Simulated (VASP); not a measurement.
Here is a VASP 6.6.1 calculation.

Contents of INCAR:

```
PREC     = Accurate       # precision mode
ENCUT    = 520            # plane-wave cutoff, eV
EDIFF    = 1E-6           # SCF threshold, eV
ISMEAR   = -1             # smearing method
SIGMA    = 0.1            # smearing width, eV
LREAL    = False          # projectors in reciprocal space
LASPH    = True           # aspherical terms in the spheres
NELM     = 100            # most SCF steps
ALGO     = Normal         # electronic algorithm
ISIF     = 2              # what is computed and relaxed
LWAVE    = False          # write WAVECAR
LCHARG   = False          # write CHGCAR
GGA      = PE             # functional
NBANDS   = 16             # bands
```

The input KPOINTS:

```
Automatic mesh
0
Gamma
  13 13 13
```

POSCAR

```
GaSb
1.0
    3.3532697736      0.0000000000      0.0000000000
    0.0000000000      3.3532697736      0.0000000000
    0.0000000000      0.0000000000      3.3532697736
Ga Sb
1 1
Direct
    0.0000000000      0.0000000000      0.0000000000
    0.5000000000      0.5000000000      0.5000000000
```

Potentials or basis: VASP PAW PBE potentials, release 64 (Ga_d, Sb).

Run with:

```bash
$ cat potpaw_PBE.64/Ga_d/POTCAR potpaw_PBE.64/Sb/POTCAR > POTCAR
$ mpirun -np 1 vasp_std > vasp.out
```

Q: Predict the pressure.

A: 18.9 GPa.

Q: What does it give for the band gap on the k mesh?

A: Zero (band 9 reaches 11.84 eV, above the bottom of band 10 at 6.79 eV).

Caveat: spin-orbit coupling is left out, which moves the levels of the heavy elements.
